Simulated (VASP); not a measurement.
Crystal: Sr3Al2O.

```
CELL_PARAMETERS angstrom
4.21058 0.00000 0.00000
-2.10529 3.64647 0.00000
0.00000 0.00000 7.33997
ATOMIC_POSITIONS crystal
Sr 0.66667 0.33333 0.35293
Sr 0.33333 0.66667 0.64707
Sr 0.00000 0.00000 0.50000
Al 0.66667 0.33333 0.69023
Al 0.33333 0.66667 0.30977
O 0.00000 0.00000 0.00000
```

The cell was built from a structure type or drawn by symmetry, and may not be a known phase.

- Program: VASP 6.6.1
- Task: relaxation of cell and atoms
- Functional: PBE
- Potentials or basis: VASP PAW PBE potentials, release 64 (Sr_sv, Al, O)
- Cutoff: 600 eV
- k mesh: 6 × 6 × 4
- Occupations: gaussian, width 0.1 eV
- Spin: no spin polarisation

At the start: pressure 55.1 GPa; volume 18.78 Å³/atom.

Task: Where does the relaxation end?

Result: Over 23 steps the energy falls by 3617.9 meV/atom and the volume is 25.96 Å³/atom (+38.2 %); space group P-3m1 (No. 164, to 0.1 Å) before and after.

The path:
```tsv
step	energy change (eV)	largest force (eV/Å)	pressure (GPa)	volume (Å³)
1	0.0000	6.6561	55.13	112.70
2	-15.0537	0.9706	-3.89	251.35
3	-15.3015	1.5187	-0.19	213.02
4	-15.3550	1.3193	-1.66	225.05
5	-15.3553	1.3620	-1.35	222.31
6	-16.0902	1.5494	-1.65	214.15
7	-17.3986	3.3148	-0.52	185.30
8	-17.8089	3.0126	-0.45	181.02
9	-18.2629	1.1576	1.36	168.08
10	-18.2937	1.7538	0.72	170.90
11	-18.7087	1.2463	0.16	171.58
12	-19.2651	1.4671	-0.54	172.59
13	-19.3635	1.6879	-0.60	172.72
14	-19.3941	1.8082	-0.53	172.66
15	-19.6847	1.7276	-0.53	171.16
16	-20.5319	1.4557	-0.57	166.57
17	-21.6625	0.4481	-0.33	156.89
18	-21.6680	0.4675	0.06	154.62
19	-21.6814	0.2976	-0.16	155.70
20	-21.7027	0.0806	0.14	154.48
21	-21.7038	0.1166	0.07	154.70
22	-21.7066	0.0631	-0.05	155.25
23	-21.7077	0.0133	-0.17	155.77
```

Final structure:
```
Sr Al O
1.0
     5.06305    0.00000    0.00000
    -2.53153    4.38473    0.00000
     0.00000    0.00000    7.01646
Sr Al O
3 2 1
Direct
  0.66667 0.33333 0.12310
  0.33333 0.66667 0.87690
  0.00000 0.00000 0.50000
  0.66667 0.33333 0.60089
  0.33333 0.66667 0.39911
  0.00000 0.00000 0.00000
```

Caveat: the volume moved by over 15 % at a fixed basis, so the end points are rough.
